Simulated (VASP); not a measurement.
# Sn (I4_1/amd) in VASP: notebook

Runs on Sn. Level: LDA. Tasks: single point.

Everything below comes from runs of VASP 6.6.1. Logs are shortened: lines on timing, memory, paths and dates and some standing lists are left out, and cuts for length are marked.

### 1 The cell of the first run

Symmetry: I4_1/amd, No. 141, tetragonal system. Conventional cell: a = 5.846 Å, b = 5.846 Å, c = 3.154 Å, α = 90.00°, β = 90.00°, γ = 90.00°. Sn (site symmetry -4m2) has 10 Sn at 3.03 to 3.76 Å within 4.0 Å.

### 2 Single point, LDA (26.95 Å³/atom)

The input, INCAR:

```
  PREC = Accurate
  ENCUT = 520
  EDIFF = 1E-6
  ISMEAR = 0
  SIGMA = 0.1
  LREAL = False
  LASPH = True
  NELM = 100
  ALGO = Fast
  ISIF = 2
  LWAVE = False
  LCHARG = False
  NBANDS = 21
```

The input, KPOINTS:

```
regular mesh
0
Gamma
  16 16 16
```

The input, POSCAR:

```
Sn
1.0
   -2.9229753448      2.9229753448      1.5769468973
    2.9229753448     -2.9229753448      1.5769468973
    2.9229753448      2.9229753448     -1.5769468973
Sn
2
Direct
    0.0000000000      0.0000000000      0.0000000000
    0.7500000000      0.2500000000      0.5000000000
```

Potentials or basis: VASP PAW LDA potentials, release 64 (Sn_d).

Launch:

```
$ cat potpaw_LDA.64/Sn_d/POTCAR > POTCAR
$ mpirun -np 1 vasp_std > vasp.out
```

OUTCAR:

```text
PREC = Accurate
   ENCUT = 520
   EDIFF = 1E-6
   ISMEAR = 0
   LREAL = False
   LASPH = True
   NELM = 100
   ISIF = 2

 ion  position               nearest neighbor table
   1  0.000  0.000  0.000-   2 3.03   2 3.03   2 3.03   2 3.03
   2  0.750  0.250  0.500-   1 3.03   1 3.03   1 3.03   1 3.03

  LATTYP: Found a body centered tetragonal cell.
 ALAT       =     5.8459506896
 C/A-ratio  =     0.5395005812

  Lattice vectors:

 A1 = (  -2.9229753448,   2.9229753448,   1.5769468973)
 A2 = (   2.9229753448,  -2.9229753448,   1.5769468973)
 A3 = (   2.9229753448,   2.9229753448,  -1.5769468973)

Analysis of symmetry for initial positions (statically):
=====================================================================
 Subroutine PRICEL returns:
 Original cell was already a primitive cell.

 Routine SETGRP: Setting up the symmetry group for a
 body centered tetragonal supercell.

 Subroutine GETGRP returns: Found 16 space group operations
 (whereof  8 operations were pure point group operations)
 out of a pool of 16 trial point group operations.

The static configuration has the point symmetry D_2d.
 The point group associated with its full space group is D_4h.

Analysis of symmetry for dynamics (positions and initial velocities):
=====================================================================
 Subroutine PRICEL returns:
 Original cell was already a primitive cell.

 Routine SETGRP: Setting up the symmetry group for a
 body centered tetragonal supercell.

 Subroutine GETGRP returns: Found 16 space group operations
 (whereof  8 operations were pure point group operations)
 out of a pool of 16 trial point group operations.

The dynamic configuration has the point symmetry D_2d.
 The point group associated with its full space group is D_4h.

 Subroutine INISYM returns: Found 16 space group operations
 (whereof  8 operations are pure point group operations),
 and found     1 'primitive' translations

----------------------------------------------------------------------------------------

                                     Primitive cell

  volume of cell :      53.8924

  direct lattice vectors                    reciprocal lattice vectors
    -2.922975345  2.922975345  1.576946897     0.000000000  0.171058576  0.317068381
     2.922975345 -2.922975345  1.576946897     0.171058576  0.000000000  0.317068381
     2.922975345  2.922975345 -1.576946897     0.171058576  0.171058576  0.000000000

  length of vectors
     4.424288785  4.424288785  4.424288785     0.360268504  0.360268504  0.241913358

  position of ions in fractional coordinates (direct lattice)
     0.000000000  0.000000000  0.000000000
     0.750000000  0.250000000  0.500000000

  ion indices of the primitive-cell ions
   primitive index   ion index
                 1           1
                 2           2

----------------------------------------------------------------------------------------

 KPOINTS: regular mesh

Automatic generation of k-mesh.
 Grid dimensions read from file:
 generate k-points for:   16   16   16

 Generating k-lattice:

  Cartesian coordinates                     Fractional coordinates (reciprocal lattice)
     0.000000000  0.010691161  0.019816774     0.062500000  0.000000000  0.000000000
     0.010691161  0.000000000  0.019816774     0.000000000  0.062500000  0.000000000
     0.010691161  0.010691161  0.000000000     0.000000000  0.000000000  0.062500000

  Length of vectors
     0.022516781  0.022516781  0.015119585

  Shift w.r.t. Gamma in fractional coordinates (k-lattice)
     0.000000000  0.000000000  0.000000000

 Subroutine IBZKPT returns following result:
 ===========================================

 Found    349 irreducible k-points:

 Following reciprocal coordinates:
            Coordinates               Weight
  0.000000  0.000000  0.000000      1.000000
  0.062500  0.000000  0.000000      8.000000
  0.125000  0.000000  0.000000      8.000000
  0.187500  0.000000  0.000000      8.000000
  0.250000  0.000000  0.000000      8.000000
  0.312500  0.000000  0.000000      8.000000
[... 16 lines left out ...]
 -0.125000  0.062500  0.000000     16.000000
 -0.062500  0.062500  0.000000      4.000000
 [... further k-points ...]
   k-points           NKPTS =    349   k-points in BZ     NKDIM =    349   number of bands    NBANDS=     21
   number of dos      NEDOS =    301   number of ions     NIONS =      2
   total plane-waves  NPLWV =  46656
   dimension x,y,z NGX =    36 NGY =   36 NGZ =   36
   dimension x,y,z NGXF=    72 NGYF=   72 NGZF=   72
   ions per type =               2
   NGX,Y,Z   is equivalent  to a cutoff of  13.53, 13.53, 13.53 a.u.
   NGXF,Y,Z  is equivalent  to a cutoff of  27.05, 27.05, 27.05 a.u.
 SYSTEM =  unknown system
   PREC   = accura    normal or accurate (medium, high low for compatibility)
   ISTART =      0    job   : 0-new  1-cont  2-samecut
   ICHARG =      2    charge: 1-file 2-atom 10-const
   ISPIN  =      1    spin polarized calculation?
   LNONCOLLINEAR =      F non collinear calculations
   LSORBIT =      F    spin-orbit coupling
   LASPH  =      T    aspherical Exc in radial PAW
   ENCUT  =  520.0 eV  38.22 Ry    6.18 a.u.   8.23  8.23  8.23*2*pi/ulx,y,z
   NELM   =    100;   NELMIN=  2; NELMDL= -5     # of ELM steps
   EDIFF  = 0.1E-05   stopping-criterion for ELM
   LREAL  =      F    real-space projection
   EDIFFG = 0.1E-04   stopping-criterion for IOM
   NSW    =      0    number of steps for IOM
   IBRION =     -1    ionic relax: 0-MD 1-quasi-New 2-CG
   NFREE  =      0    steps in history (QN), initial steepest desc. (CG)
   ISIF   =      2    stress and relaxation
   ISYM   =      2    0-nonsym 1-usesym 2-fastsym
   POTIM  = 0.5000    time-step for ionic-motion
   TEBEG  =    0.0;   TEEND  =   0.0 temperature during run
   PSTRESS=    0.0 pullay stress
   NELECT =      28.0000    total number of electrons
   NUPDOWN=      -1.0000    fix difference up-down
   EMIN   =  10.00;   EMAX   =-10.00  energy-range for DOS
   EFERMI =   0.00;   METHOD = LEGACY
   ISMEAR =     0;   SIGMA  =   0.10  broadening in eV -4-tet -1-fermi 0-gaus
   EFERMI_NEDOS =   21; number of points for ismear=-14 and -15
   IALGO  =     68    algorithm
   IMIX   =      4    mixing-type and parameters
     AMIX     =   0.40;   BMIX     =  1.00
     AMIX_MAG =   1.60;   BMIX_MAG =  1.00
  volume/ion in A,a.u.               =      26.95       181.84
  Fermi-wavevector in a.u.,A,eV,Ry     =   1.316088  2.487046 23.566496  1.732089
  Thomas-Fermi vector in A             =   2.446225
   LORBIT       =      0    0 simple, 1 ext, 2 COOP (PROOUT), +10 PAW based schemes
   GGA     = CA    functional components
   LHFCALC =     F    Hartree Fock is set to
   AEXX    =    0.0000 exact exchange contribution
   IVDW    =     0    specifies the selected vdW correction
   LEPSILON=     F    determine dielectric tensor
   LRPA    =     F    only Hartree local field effects (RPA)
 non-spin polarized calculation
 RMM-DIIS sequential band-by-band and
 Gauss-broadening in eV      SIGMA  =   0.10
  energy-cutoff  :      520.00
  volume of cell :       53.89
 maximum number of plane-waves:      1470
 NGX is ok and might be reduce to    36
   NGX = 17   NGY = 17   NGZ = 17

 number of electron      28.0000001 magnetization

 Free energy of the ion-electron system (eV)
  ---------------------------------------------------
  ext. energy  EPLUGINS =         0.00000000
  ---------------------------------------------------
  free energy    TOTEN  =        -8.97678205 eV

  energy without entropy =       -8.97210452  energy(sigma->0) =       -8.97444328

 E-fermi :   7.7903     XC(G=0): -10.5799

 val. band max:        7.7699138958   @ k =  -0.2500   0.5000   0.1250
 cond. band min:       7.7925518418   @ k =  -0.4375   0.1875  -0.0000
 fundamental gap:      0.0226379460
 Fermi energy:         7.7902981928

 k-point     1 :       0.0000    0.0000    0.0000
  band No.  band energies     occupation
      1     -13.7732      2.00000
      2     -13.6965      2.00000
      3     -13.6435      2.00000
      4     -13.6411      2.00000
      5     -13.4731      2.00000
      6     -13.4731      2.00000
[... 13 lines left out ...]
     20      17.6674      0.00000
     21      18.3682      0.00000

 k-point     2 :       0.0625    0.0000    0.0000
  band No.  band energies     occupation
      1     -13.7707      2.00000
      2     -13.6877      2.00000
      3     -13.6405      2.00000
      4     -13.6306      2.00000
      5     -13.4798      2.00000
      6     -13.4793      2.00000
[... 13 lines left out ...]
     20      17.6252      0.00000
     21      17.9124      0.00000

 k-point     3 :       0.1250    0.0000    0.0000
  band No.  band energies     occupation
      1     -13.7630      2.00000
      2     -13.6631      2.00000
      3     -13.6320      2.00000
      4     -13.6028      2.00000
      5     -13.4952      2.00000
      6     -13.4896      2.00000
[... 13 lines left out ...]
     20      16.6597      0.00000
     21      16.7311      0.00000

 k-point     4 :       0.1875    0.0000    0.0000
  band No.  band energies     occupation
      1     -13.7507      2.00000
      2     -13.6294      2.00000
      3     -13.6193      2.00000
      4     -13.5700      2.00000
      5     -13.5150      2.00000
      6     -13.4930      2.00000
[... 13 lines left out ...]
     20      15.7769      0.00000
     21      16.2261      0.00000

 k-point     5 :       0.2500    0.0000    0.0000
  band No.  band energies     occupation
      1     -13.7357      2.00000
      2     -13.6051      2.00000
      3     -13.5994      2.00000
      4     -13.5561      2.00000
      5     -13.5349      2.00000
      6     -13.4914      2.00000
[... 13 lines left out ...]
     20      15.0992      0.00000
     21      16.4073      0.00000
[... 382 lines left out ...]
     20      16.0878      0.00000
     21      16.2363      0.00000

 k-point    22 :      -0.1875    0.0625    0.0000
  band No.  band energies     occupation
      1     -13.7539      2.00000
      2     -13.6651      2.00000
      3     -13.6244      2.00000
      4     -13.6102      2.00000
      5     -13.4947      2.00000
      6     -13.4833      2.00000
[... 13 lines left out ...]
     20      16.7321      0.00000
     21      17.0048      0.00000

 k-point    23 :      -0.1250    0.0625    0.0000
  band No.  band energies     occupation
      1     -13.7641      2.00000
      2     -13.6887      2.00000
      3     -13.6355      2.00000
      4     -13.6344      2.00000
      5     -13.4812      2.00000
      6     -13.4756      2.00000
[... 13 lines left out ...]
     20      17.7289      0.00000
     21      17.9829      0.00000

 k-point    24 :      -0.0625    0.0625    0.0000
  band No.  band energies     occupation
      1     -13.7698      2.00000
      2     -13.6970      2.00000
      3     -13.6431      2.00000
      4     -13.6406      2.00000
      5     -13.4747      2.00000
      6     -13.4714      2.00000
[... 13 lines left out ...]
     20      17.9070      0.00000
     21      18.3988      0.00000

 [... further k-points ...]
[... 5 lines left out ...]
  --------------------------------------------------------------------------------------
  -------------------------------------------------------------------------------------
  Total       -0.5523259     -0.5523259     -0.5477094      0.0000000      0.0000000      0.0000000
  in kB      -16.4202066    -16.4202066    -16.2829626      0.0000000      0.0000000      0.0000000
  external PRESSURE =     -16.3744586 kB  Pullay stress =       0.0000000 kB

 VOLUME and BASIS-vectors are now :
 -----------------------------------------------------------------------------
  energy-cutoff  :      520.00
  volume of cell :       53.89
      direct lattice vectors                 reciprocal lattice vectors
    -2.922975345  2.922975345  1.576946897     0.000000000  0.171058576  0.317068381
     2.922975345 -2.922975345  1.576946897     0.171058576  0.000000000  0.317068381
     2.922975345  2.922975345 -1.576946897     0.171058576  0.171058576  0.000000000

 POSITION                                       TOTAL-FORCE (eV/Angst)
 -----------------------------------------------------------------------------------
      0.00000      0.00000      0.00000         0.000000      0.000000     -0.000000
      0.00000      2.92298      0.78847        -0.000000     -0.000000      0.000000
 -----------------------------------------------------------------------------------
    total drift:                               -0.000000      0.000000     -0.000000

  FREE ENERGIE OF THE ION-ELECTRON SYSTEM (eV)
  ---------------------------------------------------
  free  energy   TOTEN  =        -8.9767820493 eV

  energy  without entropy=       -8.9721045190  energy(sigma->0) =       -8.97444328
```

Run time: 8.5 min. Hardware: 1 thread of Intel Xeon 6975P-C (Granite Rapids), shared host; peak memory 0.4 GiB.

What came out:

| Property | Result |
| --- | --- |
| Free energy | -8.9768 eV |
| Pressure | -1.6 GPa |
| Band gap on the k mesh | zero (bands 14 and 15 overlap by 4.24 eV) |

Levels at points of the mesh, in eV from the Fermi level:
```csv
k point,band 10,band 11,band 12,band 13,band 14,band 15,band 16,band 17,band 18,band 19
"(0.00, 0.00, 0.00)",-21.06,-11.21,-3.81,-2.03,-2.03,3.03,6.11,6.11,6.96,7.05
"(0.50, 0.00, 0.00)",-21.12,-6.93,-5.41,-2.37,-1.75,-1.11,2.32,2.82,4.67,7.20
"(0.50, 0.50, 0.00)",-21.19,-8.98,-8.98,0.55,0.55,1.50,1.50,6.14,6.14,9.82
"(0.50, 0.50, 0.50)",-21.25,-7.66,-7.66,-4.83,-4.83,5.22,5.22,9.20,9.20,12.61
```

Caveat: spin-orbit coupling is left out, which moves the levels of the heavy elements.

[end of part 1 of 2]

The gap in the log of VASP goes by the Fermi energy; the results here count the filled bands.